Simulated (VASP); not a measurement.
# Pt (P6_3/mmc) in VASP: a series of runs

Pt is run at these levels: PBE; tasks: relaxation of cell and atoms, single point.

Everything below comes from runs of VASP 6.6.1. Logs are shortened: lines on timing, memory, paths and dates and some standing lists are left out, and cuts for length are marked.

### Step 1. The cell of the first run

Symmetry: P6_3/mmc, No. 194, hexagonal system. Conventional cell: a = 2.734 Å, b = 2.734 Å, c = 10.020 Å, α = 90.00°, β = 90.00°, γ = 120.00°. Pt (site symmetry 3m) has 10 Pt at 2.62 to 2.86 Å within 3.5 Å.

### Step 2. Relaxation of cell and atoms, PBE

INCAR reads:

```
SYSTEM = Pt
ALGO     = Normal         ! electronic algorithm
EDIFF    = 1E-6           ! SCF threshold, eV
EDIFFG   = -0.01          ! ionic threshold
ENCUT    = 600            ! plane-wave cutoff, eV
GGA      = PE             ! functional
IBRION   = 2              ! ionic algorithm
ISIF     = 3              ! what is computed and relaxed
ISMEAR   = 0              ! smearing method
LASPH    = .True.         ! aspherical terms in the spheres
LCHARG   = .False.        ! write CHGCAR
LREAL    = .False.        ! projectors in reciprocal space
LWAVE    = .False.        ! write WAVECAR
NELM     = 100            ! most SCF steps
NSW      = 100            ! ionic steps
PREC     = Accurate       ! precision mode
SIGMA    = 0.1            ! smearing width, eV
```

KPOINTS reads:

```
k-points
0
Gamma
  21 21 6
  0 0 0
```

POSCAR reads:

```
Pt
1.0
    2.7339266306      0.0000000000      0.0000000000
   -1.3669633153      2.3676499142      0.0000000000
    0.0000000000      0.0000000000     10.0196711701
Pt
4
Direct
    0.3333333333      0.6666666667      0.1190652069
    0.6666666667      0.3333333333      0.6190652069
    0.3333333333      0.6666666667      0.3809347931
    0.6666666667      0.3333333333      0.8809347931
```

Potentials or basis: VASP PAW PBE potentials, release 64 (Pt).

Run with:

```sh
$ cat potpaw_PBE.64/Pt/POTCAR > POTCAR
$ mpirun -np 1 vasp_std > vasp.out
```

OUTCAR:

```text
SYSTEM = Pt
   EDIFF = 1E-6
   EDIFFG = -0.01
   ENCUT = 600
   GGA = PE
   IBRION = 2
   ISIF = 3
   ISMEAR = 0
   LASPH = .True.
   LREAL = .False.
   NELM = 100
   NSW = 100
   PREC = Accurate

 ion  position               nearest neighbor table
   1  0.333  0.667  0.119-   3 2.62   4 2.86   4 2.86   4 2.86
   2  0.667  0.333  0.619-   4 2.62   3 2.86   3 2.86   3 2.86
   3  0.333  0.667  0.381-   1 2.62   2 2.86   2 2.86   2 2.86
   4  0.667  0.333  0.881-   2 2.62   1 2.86   1 2.86   1 2.86

  LATTYP: Found a hexagonal cell.
 ALAT       =     2.7339266306
 C/A-ratio  =     3.6649378436

  Lattice vectors:

 A1 = (   2.7339266306,   0.0000000000,   0.0000000000)
 A2 = (  -1.3669633153,   2.3676499142,   0.0000000000)
 A3 = (   0.0000000000,   0.0000000000,  10.0196711701)

Analysis of symmetry for initial positions (statically):
=====================================================================
 Subroutine PRICEL returns:
 Original cell was already a primitive cell.

 Routine SETGRP: Setting up the symmetry group for a
 hexagonal supercell.

 Subroutine GETGRP returns: Found 24 space group operations
 (whereof 12 operations were pure point group operations)
 out of a pool of 24 trial point group operations.

The static configuration has the point symmetry D_3d.
 The point group associated with its full space group is D_6h.

Analysis of symmetry for dynamics (positions and initial velocities):
=====================================================================
 Subroutine PRICEL returns:
 Original cell was already a primitive cell.

 Routine SETGRP: Setting up the symmetry group for a
 hexagonal supercell.

 Subroutine GETGRP returns: Found 24 space group operations
 (whereof 12 operations were pure point group operations)
 out of a pool of 24 trial point group operations.

The dynamic configuration has the point symmetry D_3d.
 The point group associated with its full space group is D_6h.

 Subroutine INISYM returns: Found 24 space group operations
 (whereof 12 operations are pure point group operations),
 and found     1 'primitive' translations

----------------------------------------------------------------------------------------

                                     Primitive cell

  volume of cell :      64.8571

  direct lattice vectors                    reciprocal lattice vectors
     2.733926631  0.000000000  0.000000000     0.365774264  0.211179870  0.000000000
    -1.366963315  2.367649914  0.000000000     0.000000000  0.422359739  0.000000000
     0.000000000  0.000000000 10.019671170     0.000000000  0.000000000  0.099803674

  length of vectors
     2.733926631  2.733926631 10.019671170     0.422359739  0.422359739  0.099803674

[... 93 lines left out ...]
   TEBEG  =    0.0;   TEEND  =   0.0 temperature during run
   PSTRESS=    0.0 pullay stress
   NELECT =      40.0000    total number of electrons
   NUPDOWN=      -1.0000    fix difference up-down
   EMIN   =  10.00;   EMAX   =-10.00  energy-range for DOS
   EFERMI =   0.00;   METHOD = LEGACY
   ISMEAR =     0;   SIGMA  =   0.10  broadening in eV -4-tet -1-fermi 0-gaus
   EFERMI_NEDOS =   21; number of points for ismear=-14 and -15
   IALGO  =     38    algorithm
   IMIX   =      4    mixing-type and parameters
     AMIX     =   0.40;   BMIX     =  1.00
     AMIX_MAG =   1.60;   BMIX_MAG =  1.00
  volume/ion in A,a.u.               =      16.21       109.42
  Fermi-wavevector in a.u.,A,eV,Ry     =   1.393506  2.633345 26.420601  1.941859
  Thomas-Fermi vector in A             =   2.517146
   LORBIT       =      0    0 simple, 1 ext, 2 COOP (PROOUT), +10 PAW based schemes
   GGA     = PE    functional components
   LHFCALC =     F    Hartree Fock is set to
   AEXX    =    0.0000 exact exchange contribution
   IVDW    =     0    specifies the selected vdW correction
   LEPSILON=     F    determine dielectric tensor
   LRPA    =     F    only Hartree local field effects (RPA)
 conjugate gradient relaxation of ions
 non-spin polarized calculation
 Gauss-broadening in eV      SIGMA  =   0.10
  energy-cutoff  :      600.00
  volume of cell :       64.86
 maximum number of plane-waves:      2236
 NGX is ok and might be reduce to    24
   NGX = 11   NGY = 11   NGZ = 41

--------------------------------------- Ionic step        1  -------------------------------------------

 number of electron      40.0000005 magnetization

 Free energy of the ion-electron system (eV)
  ---------------------------------------------------
  ext. energy  EPLUGINS =         0.00000000
  ---------------------------------------------------
  free energy    TOTEN  =       -24.09359687 eV

  energy without entropy =      -24.05921868  energy(sigma->0) =      -24.07640777

------------------------ aborting loop because EDIFF is reached ----------------------------------------

  FORCE on cell =-STRESS in cart. coord.  units (eV):
  Direction    XX          YY          ZZ          XY          YZ          ZX
  --------------------------------------------------------------------------------------
  -------------------------------------------------------------------------------------
  Total        0.3555307      0.3555307     -0.3718554      0.0000000      0.0000000      0.0000000
  in kB        8.7827361      8.7827361     -9.1860088      0.0000000      0.0000000      0.0000000
  external PRESSURE =       2.7931545 kB  Pullay stress =       0.0000000 kB
[... 63 lines left out ...]
--------------------------------------- Ionic step        3  -------------------------------------------

 number of electron      40.0000006 magnetization

 E-fermi :   9.9929     XC(G=0): -12.9952

 val. band max:        9.9919618928   @ k =   0.1429   0.1429   0.0000
 cond. band min:       9.9966131302   @ k =   0.2857   0.1429   0.5000
 fundamental gap:      0.0046512374
 Fermi energy:         9.9929253033

 k-point     1 :       0.0000    0.0000    0.0000
  band No.  band energies     occupation
      1       0.4588      2.00000
      2       1.7565      2.00000
      3       2.1742      2.00000
      4       3.0935      2.00000
      5       4.8411      2.00000
      6       5.1475      2.00000
[... 752 lines left out ...]
--------------------------------------- Ionic step        6  -------------------------------------------

 number of electron      40.0000006 magnetization

 Free energy of the ion-electron system (eV)
  ---------------------------------------------------
  ext. energy  EPLUGINS =         0.00000000
  ---------------------------------------------------
  free energy    TOTEN  =       -24.09551809 eV

  energy without entropy =      -24.06187963  energy(sigma->0) =      -24.07869886

 E-fermi :  10.0344     XC(G=0): -13.0081

 val. band max:       10.0343412944   @ k =   0.2857   0.1429   0.1667
 cond. band min:      10.0346935032   @ k =   0.2857   0.1429   0.5000
 fundamental gap:      0.0003522088
 Fermi energy:        10.0344068316

 k-point     1 :       0.0000    0.0000    0.0000
  band No.  band energies     occupation
      1       0.4740      2.00000
      2       1.7774      2.00000
      3       2.2046      2.00000
      4       3.1233      2.00000
      5       4.8721      2.00000
      6       5.1691      2.00000
[... 670 lines left out ...]
  FREE ENERGIE OF THE ION-ELECTRON SYSTEM (eV)
  ---------------------------------------------------
  free  energy   TOTEN  =       -24.0955180879 eV

  energy  without entropy=      -24.0618796350  energy(sigma->0) =      -24.07869886

 reached required accuracy - stopping structural energy minimisation
```

Wall time 17 min (1 thread of Intel Xeon Platinum 8375C at 2.90GHz (Ice Lake), shared host); peak memory 0.42 GiB.

Results:

```
Free energy                            : -24.0955 eV
Relaxed volume                         : 16.22 Å³/atom
Relaxed cell                           : a = 2.742 Å, b = 2.742 Å, c = 9.968 Å, α = 90.00°, β = 90.00°, γ = 120.00°
Space group after relaxing (to 0.05 Å) : P6_3/mmc (No. 194)
Energy gained by relaxing              : 0.5 meV/atom
Ionic steps                            : 6
Pressure after relaxing                : 0.0 GPa
```

The path:
```tsv
step	energy change (eV)	largest force (eV/Å)	pressure (GPa)	volume (Å³)
1	0.0000	0.0077	0.28	64.86
2	-0.0011	0.0445	-0.84	65.12
3	-0.0015	0.0258	-0.46	65.03
4	-0.0014	0.0192	0.68	64.70
5	-0.0019	0.0228	0.05	64.88
6	-0.0019	0.0000	0.02	64.89
```

Final structure:
```
Pt
1.0
     2.74164    0.00000    0.00000
    -1.37082    2.37433    0.00000
     0.00000    0.00000    9.96833
Pt
4
Direct
  0.33333 0.66667 0.11894
  0.66667 0.33333 0.61894
  0.33333 0.66667 0.38106
  0.66667 0.33333 0.88106
```

Caveat: the bands computed are all filled at some k points, so no gap is given; spin-orbit coupling is left out, which moves the levels of the heavy elements.

### Step 3. Single point, PBE

This run uses another cell than the first one, of 15.69 Å³/atom, 0.967 times its volume.

INCAR reads:

```
PREC = Accurate ; ENCUT = 520
EDIFF = 1E-7 ; ISMEAR = 0
SIGMA = 0.1 ; LREAL = F
LASPH = T ; NELM = 100
ALGO = Normal ; ISIF = 2
LWAVE = F ; LCHARG = F
GGA = PE ; NBANDS = 28
```

KPOINTS reads:

```
Automatic mesh
0
Gamma
  9 9 2
```

POSCAR reads:

```
Pt
1.0
    2.7862601618      0.0000000000      0.0000000000
   -1.3931300809      2.4129720817      0.0000000000
    0.0000000000      0.0000000000      9.3321448856
Pt
4
Direct
    0.0000000000      0.0000000000      0.0000000000
    0.0000000000      0.0000000000      0.5000000000
    0.3333333333      0.6666666667      0.7500000000
    0.6666666667      0.3333333333      0.2500000000
```

Potentials or basis: VASP PAW PBE potentials, release 64 (Pt).

Run with:

```sh
$ cat potpaw_PBE.64/Pt/POTCAR > POTCAR
$ mpirun -np 1 vasp_std > vasp.out
```

It took 37 s on 1 thread of Intel Xeon Platinum 8488C (Sapphire Rapids), shared host; peak memory 0.2 GiB.

It converged, with:

```
Free energy            : -24.3056 eV
Pressure               : -0.4 GPa
Band gap on the k mesh : zero (band 20 reaches 10.83 eV, above the bottom of band 21 at 9.62 eV)
```

Stress tensor (GPa, compression positive):
```
-0.36  0.00  0.00
 0.00 -0.36  0.00
 0.00  0.00 -0.60
```

Levels at points of the mesh, in eV from the Fermi level:
```
           k point  band 17  band 18  band 19  band 20  band 21  band 22  band 23  band 24
(0.00, 0.00, 0.00)    -1.89    -1.31    -1.31    -0.90    -0.90    -0.56    -0.16    -0.16
(0.00, 0.00, 0.50)    -1.63    -1.63    -1.63    -1.63    -0.48    -0.48    -0.48    -0.48
```

Caveat: spin-orbit coupling is left out, which moves the levels of the heavy elements.
